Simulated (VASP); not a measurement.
# Bi2Te2O3 (P4mm) in VASP: single point with PBE

Aim: the single point of Bi2Te2O3 with PBE.

Everything below comes from runs of VASP 6.6.1. Logs are shortened: lines on timing, memory, paths and dates and some standing lists are left out, and cuts for length are marked.

**1. The cell of the first run**

It takes space group P4mm (No. 99, tetragonal). The conventional cell has a = 4.835 Å, b = 4.835 Å, c = 7.313 Å, α = 90.00°, β = 90.00°, γ = 90.00°. Bi (site symmetry 2mm) has 4 O at 2.62 to 3.41 Å and 4 Te at 3.19 to 3.36 Å and 4 Bi at 3.42 Å within 3.5 Å. Te (site symmetry 4mm) has 6 O at 2.84 to 3.57 Å and 4 Bi at 3.19 Å within 3.7 Å. Te (site symmetry 4mm) has 1 O at 1.86 Å within 2.5 Å. O (site symmetry 4mm) has 1 O at 1.38 Å within 1.8 Å. Within 1.8 Å of O (site symmetry 4mm) lie 1 O at 1.38 Å. Within 2.5 Å of O (site symmetry 4mm) lie 1 Te at 1.86 Å.

**2. Single point, PBE**

Input file INCAR:

```
SYSTEM = Bi2Te2O3
PREC     = Accurate       ! precision mode
ENCUT    = 520            ! plane-wave cutoff, eV
EDIFF    = 1E-6           ! SCF threshold, eV
ISMEAR   = 0              ! smearing method
SIGMA    = 0.15           ! smearing width, eV
LREAL    = .FALSE.        ! projectors in reciprocal space
LASPH    = .TRUE.         ! aspherical terms in the spheres
NELM     = 80             ! most SCF steps
ALGO     = Normal         ! electronic algorithm
ISIF     = 2              ! what is computed and relaxed
LWAVE    = .FALSE.        ! write WAVECAR
LCHARG   = .FALSE.        ! write CHGCAR
GGA      = PE             ! functional
NBANDS   = 39             ! bands
```

Input file KPOINTS:

```
Automatic mesh
0
G
  3 3 2
  0 0 0
```

Input file POSCAR:

```
Bi2Te2O3
1.0
    4.8353944398      0.0000000000      0.0000000000
    0.0000000000      4.8353944398      0.0000000000
    0.0000000000      0.0000000000      7.3133734085
Bi Te O
2 2 3
Direct
    0.5000000000      0.0000000000      0.4090066257
    0.0000000000      0.5000000000      0.4090066257
    0.5000000000      0.5000000000      0.1253185039
    0.0000000000      0.0000000000      0.7280020727
    0.5000000000      0.5000000000      0.7372080652
    0.5000000000      0.5000000000      0.5484929102
    0.0000000000      0.0000000000      0.9826844766
```

Potentials or basis: VASP PAW PBE potentials, release 64 (Bi_d, Te, O).

The run is started by

```sh
cat potpaw_PBE.64/Bi_d/POTCAR potpaw_PBE.64/Te/POTCAR potpaw_PBE.64/O/POTCAR > POTCAR
mpirun -np 1 vasp_std > vasp.out
```

OUTCAR:

```text
SYSTEM = Bi2Te2O3
   PREC = Accurate
   ENCUT = 520
   EDIFF = 1E-6
   ISMEAR = 0
   LREAL = .FALSE.
   LASPH = .TRUE.
   NELM = 80
   ISIF = 2
   GGA = PE

 ion  position               nearest neighbor table
   1  0.500  0.000  0.409-   6 2.62   6 2.62   3 3.19   3 3.19   4 3.36   4 3.36   2 3.42   2 3.42
                             2 3.42   2 3.42
   2  0.000  0.500  0.409-   6 2.62   6 2.62   3 3.19   3 3.19   4 3.36   4 3.36   1 3.42   1 3.42
                             1 3.42   1 3.42
   3  0.500  0.500  0.125-   1 3.19   2 3.19   1 3.19   2 3.19
   4  0.000  0.000  0.728-   7 1.86   2 3.36   1 3.36   2 3.36   1 3.36
   5  0.500  0.500  0.737-   6 1.38
   6  0.500  0.500  0.548-   5 1.38   2 2.62   1 2.62   1 2.62   2 2.62
   7  0.000  0.000  0.983-   4 1.86

  LATTYP: Found a simple tetragonal cell.
 ALAT       =     4.8353944398
 C/A-ratio  =     1.5124667697

  Lattice vectors:

 A1 = (   4.8353944398,   0.0000000000,   0.0000000000)
 A2 = (   0.0000000000,   4.8353944398,   0.0000000000)
 A3 = (   0.0000000000,   0.0000000000,   7.3133734085)

Analysis of symmetry for initial positions (statically):
=====================================================================
 Subroutine PRICEL returns:
 Original cell was already a primitive cell.

 Routine SETGRP: Setting up the symmetry group for a
 simple tetragonal supercell.

 Subroutine GETGRP returns: Found  8 space group operations
 (whereof  8 operations were pure point group operations)
 out of a pool of 16 trial point group operations.

The static configuration has the point symmetry C_4v.

Analysis of symmetry for dynamics (positions and initial velocities):
=====================================================================
 Subroutine PRICEL returns:
 Original cell was already a primitive cell.

 Routine SETGRP: Setting up the symmetry group for a
 simple tetragonal supercell.

 Subroutine GETGRP returns: Found  8 space group operations
 (whereof  8 operations were pure point group operations)
 out of a pool of 16 trial point group operations.

The dynamic configuration has the point symmetry C_4v.

 Subroutine INISYM returns: Found  8 space group operations
 (whereof  8 operations are pure point group operations),
 and found     1 'primitive' translations

----------------------------------------------------------------------------------------

                                     Primitive cell

  volume of cell :     170.9943

  direct lattice vectors                    reciprocal lattice vectors
     4.835394440  0.000000000  0.000000000     0.206808361  0.000000000  0.000000000
     0.000000000  4.835394440  0.000000000     0.000000000  0.206808361  0.000000000
     0.000000000  0.000000000  7.313373409     0.000000000  0.000000000  0.136735805

  length of vectors
     4.835394440  4.835394440  7.313373409     0.206808361  0.206808361  0.136735805

  position of ions in fractional coordinates (direct lattice)
     0.500000000  0.000000000  0.409006626
     0.000000000  0.500000000  0.409006626
     0.500000000  0.500000000  0.125318504
     0.000000000  0.000000000  0.728002073
     0.500000000  0.500000000  0.737208065
     0.500000000  0.500000000  0.548492910
     0.000000000  0.000000000  0.982684477

  ion indices of the primitive-cell ions
   primitive index   ion index
                 1           1
                 2           2
                 3           3
                 4           4
                 5           5
                 6           6
                 7           7

----------------------------------------------------------------------------------------

 KPOINTS: Automatic mesh

Automatic generation of k-mesh.
 Grid dimensions read from file:
 generate k-points for:    3    3    2

 Generating k-lattice:

  Cartesian coordinates                     Fractional coordinates (reciprocal lattice)
     0.068936120  0.000000000  0.000000000     0.333333333  0.000000000  0.000000000
     0.000000000  0.068936120  0.000000000     0.000000000  0.333333333  0.000000000
     0.000000000  0.000000000  0.068367902     0.000000000  0.000000000  0.500000000

  Length of vectors
     0.068936120  0.068936120  0.068367902

  Shift w.r.t. Gamma in fractional coordinates (k-lattice)
     0.000000000  0.000000000  0.000000000

 Subroutine IBZKPT returns following result:
 ===========================================

 Found      6 irreducible k-points:

 Following reciprocal coordinates:
            Coordinates               Weight
  0.000000  0.000000  0.000000      1.000000
  0.333333  0.000000  0.000000      4.000000
  0.333333  0.333333  0.000000      4.000000
  0.000000  0.000000  0.500000      1.000000
  0.333333  0.000000  0.500000      4.000000
  0.333333  0.333333  0.500000      4.000000
   k-points           NKPTS =      6   k-points in BZ     NKDIM =      6   number of bands    NBANDS=     39
   number of dos      NEDOS =    301   number of ions     NIONS =      7
   total plane-waves  NPLWV =  69984
   dimension x,y,z NGX =    36 NGY =   36 NGZ =   54
   dimension x,y,z NGXF=    72 NGYF=   72 NGZF=  108
   ions per type =               2   2   3
   NGX,Y,Z   is equivalent  to a cutoff of  12.38, 12.38, 12.28 a.u.
   NGXF,Y,Z  is equivalent  to a cutoff of  24.75, 24.75, 24.55 a.u.
 SYSTEM =  Bi2Te2O3
   PREC   = accura    normal or accurate (medium, high low for compatibility)
   ISTART =      0    job   : 0-new  1-cont  2-samecut
   ICHARG =      2    charge: 1-file 2-atom 10-const
   ISPIN  =      1    spin polarized calculation?
   LNONCOLLINEAR =      F non collinear calculations
   LSORBIT =      F    spin-orbit coupling
   LASPH  =      T    aspherical Exc in radial PAW
   ENCUT  =  520.0 eV  38.22 Ry    6.18 a.u.   8.99  8.99 13.60*2*pi/ulx,y,z
   NELM   =     80;   NELMIN=  2; NELMDL= -5     # of ELM steps
   EDIFF  = 0.1E-05   stopping-criterion for ELM
   LREAL  =      F    real-space projection
   EDIFFG = 0.1E-04   stopping-criterion for IOM
   NSW    =      0    number of steps for IOM
   IBRION =     -1    ionic relax: 0-MD 1-quasi-New 2-CG
   NFREE  =      0    steps in history (QN), initial steepest desc. (CG)
   ISIF   =      2    stress and relaxation
   ISYM   =      2    0-nonsym 1-usesym 2-fastsym
   POTIM  = 0.5000    time-step for ionic-motion
   TEBEG  =    0.0;   TEEND  =   0.0 temperature during run
   PSTRESS=    0.0 pullay stress
   NELECT =      60.0000    total number of electrons
   NUPDOWN=      -1.0000    fix difference up-down
   EMIN   =  10.00;   EMAX   =-10.00  energy-range for DOS
   EFERMI =   0.00;   METHOD = LEGACY
   ISMEAR =     0;   SIGMA  =   0.15  broadening in eV -4-tet -1-fermi 0-gaus
   EFERMI_NEDOS =   21; number of points for ismear=-14 and -15
   IALGO  =     38    algorithm
   IMIX   =      4    mixing-type and parameters
     AMIX     =   0.40;   BMIX     =  1.00
     AMIX_MAG =   1.60;   BMIX_MAG =  1.00
  volume/ion in A,a.u.               =      24.43       164.85
  Fermi-wavevector in a.u.,A,eV,Ry     =   1.154688  2.182044 18.140714  1.333305
  Thomas-Fermi vector in A             =   2.291323
   LORBIT       =      0    0 simple, 1 ext, 2 COOP (PROOUT), +10 PAW based schemes
   GGA     = PE    functional components
   LHFCALC =     F    Hartree Fock is set to
   AEXX    =    0.0000 exact exchange contribution
   IVDW    =     0    specifies the selected vdW correction
   LEPSILON=     F    determine dielectric tensor
   LRPA    =     F    only Hartree local field effects (RPA)
 non-spin polarized calculation
 Gauss-broadening in eV      SIGMA  =   0.15
  energy-cutoff  :      520.00
  volume of cell :      170.99
 maximum number of plane-waves:      4619
 NGX is ok and might be reduce to    36
   NGX = 17   NGY = 17   NGZ = 27

 number of electron      59.9999992 magnetization

 Free energy of the ion-electron system (eV)
  ---------------------------------------------------
  ext. energy  EPLUGINS =         0.00000000
  ---------------------------------------------------
  free energy    TOTEN  =       -29.05026702 eV

  energy without entropy =      -29.00466165  energy(sigma->0) =      -29.02746434

 E-fermi :   4.8457     XC(G=0):  -9.2263

 val. band max:        4.8016053593   @ k =   0.3333   0.3333   0.5000
 cond. band min:       4.9515932659   @ k =   0.3333   0.3333   0.0000
 fundamental gap:      0.1499879066
 Fermi energy:         4.8456600343

 k-point     1 :       0.0000    0.0000    0.0000
  band No.  band energies     occupation
      1     -18.5969      2.00000
      2     -18.5265      2.00000
      3     -18.4380      2.00000
      4     -18.4192      2.00000
      5     -18.4192      2.00000
      6     -18.3593      2.00000
[... 31 lines left out ...]
     38      10.4221      0.00000
     39      11.1536      0.00000

 k-point     2 :       0.3333    0.0000    0.0000
  band No.  band energies     occupation
      1     -18.5522      2.00000
      2     -18.4612      2.00000
      3     -18.4235      2.00000
      4     -18.4082      2.00000
      5     -18.4034      2.00000
      6     -18.3821      2.00000
[... 31 lines left out ...]
     38      11.1722      0.00000
     39      11.6228      0.00000

 k-point     3 :       0.3333    0.3333    0.0000
  band No.  band energies     occupation
      1     -18.5503      2.00000
      2     -18.4770      2.00000
      3     -18.4342      2.00000
      4     -18.4060      2.00000
      5     -18.4003      2.00000
      6     -18.3780      2.00000
[... 31 lines left out ...]
     38      11.1928      0.00000
     39      11.5188      0.00000

 k-point     4 :       0.0000    0.0000    0.5000
  band No.  band energies     occupation
      1     -18.5967      2.00000
      2     -18.5265      2.00000
      3     -18.4379      2.00000
      4     -18.4192      2.00000
      5     -18.4192      2.00000
      6     -18.3592      2.00000
[... 31 lines left out ...]
     38       9.4851      0.00000
     39      11.2479      0.00000

 k-point     5 :       0.3333    0.0000    0.5000
  band No.  band energies     occupation
      1     -18.5523      2.00000
      2     -18.4612      2.00000
      3     -18.4235      2.00000
      4     -18.4082      2.00000
      5     -18.4034      2.00000
      6     -18.3821      2.00000
[... 31 lines left out ...]
     38      10.1562      0.00000
     39      11.7078      0.00000

 k-point     6 :       0.3333    0.3333    0.5000
  band No.  band energies     occupation
      1     -18.5507      2.00000
      2     -18.4769      2.00000
      3     -18.4342      2.00000
      4     -18.4059      2.00000
      5     -18.4004      2.00000
      6     -18.3780      2.00000
[... 31 lines left out ...]
     38      10.0838      0.00000
     39      11.2553      0.00000

------------------------ aborting loop because EDIFF is reached ----------------------------------------

  FORCE on cell =-STRESS in cart. coord.  units (eV):
  Direction    XX          YY          ZZ          XY          YZ          ZX
  --------------------------------------------------------------------------------------
  -------------------------------------------------------------------------------------
  Total       -0.1521238     -0.1521238      0.8548087      0.0000000     -0.0000000      0.0000000
  in kB       -1.4253655     -1.4253655      8.0093625      0.0000000     -0.0000000      0.0000000
  external PRESSURE =       1.7195438 kB  Pullay stress =       0.0000000 kB

 VOLUME and BASIS-vectors are now :
 -----------------------------------------------------------------------------
  energy-cutoff  :      520.00
  volume of cell :      170.99
      direct lattice vectors                 reciprocal lattice vectors
     4.835394440  0.000000000  0.000000000     0.206808361  0.000000000  0.000000000
     0.000000000  4.835394440  0.000000000     0.000000000  0.206808361  0.000000000
     0.000000000  0.000000000  7.313373409     0.000000000  0.000000000  0.136735805

 POSITION                                       TOTAL-FORCE (eV/Angst)
 -----------------------------------------------------------------------------------
      2.41770      0.00000      2.99122         0.000000     -0.000000     -0.006597
      0.00000      2.41770      2.99122         0.000000      0.000000     -0.006597
      2.41770      2.41770      0.91650         0.000000     -0.000000     -0.011294
      0.00000      0.00000      5.32415         0.000000     -0.000000     -0.138932
      2.41770      2.41770      5.39148         0.000000      0.000000      0.376794
      2.41770      2.41770      4.01133         0.000000     -0.000000     -0.353847
      0.00000      0.00000      7.18674         0.000000     -0.000000      0.140473
 -----------------------------------------------------------------------------------
    total drift:                                0.000000      0.000000     -0.000430

  FREE ENERGIE OF THE ION-ELECTRON SYSTEM (eV)
  ---------------------------------------------------
  free  energy   TOTEN  =       -29.0502670235 eV

  energy  without entropy=      -29.0046616543  energy(sigma->0) =      -29.02746434
```

It took 60 s on 1 thread of AMD EPYC 7R43 (Zen 3), shared host; peak memory 0.22 GiB.

Results:

| Property | Result |
| --- | --- |
| Free energy | -29.0503 eV |
| Pressure | 0.2 GPa |
| Largest force | 0.377 eV/Å |
| Band gap on the k mesh | zero (band 30 reaches 4.95 eV, above the bottom of band 31 at 4.80 eV) |

Forces in eV/Å, atoms in the order of the input:
```
Bi   0.000  0.000 -0.007
Bi   0.000  0.000 -0.007
Te   0.000  0.000 -0.011
Te   0.000  0.000 -0.139
O    0.000  0.000  0.377
O    0.000  0.000 -0.354
O    0.000  0.000  0.140
```

Levels at points of the mesh, in eV from the Fermi level:
| k point | band 27 | band 28 | band 29 | band 30 | band 31 | band 32 | band 33 | band 34 |
| --- | --- | --- | --- | --- | --- | --- | --- | --- |
| (0.00, 0.00, 0.00) | -0.96 | -0.96 | -0.64 | -0.64 | 0.29 | 0.40 | 1.51 | 1.51 |
| (0.00, 0.00, 0.50) | -0.82 | -0.82 | -0.26 | -0.26 | 0.21 | 1.10 | 1.35 | 1.35 |

Caveat: the k points lie up to 0.43 Å⁻¹ apart; spin-orbit coupling is left out, which moves the levels of the heavy elements.
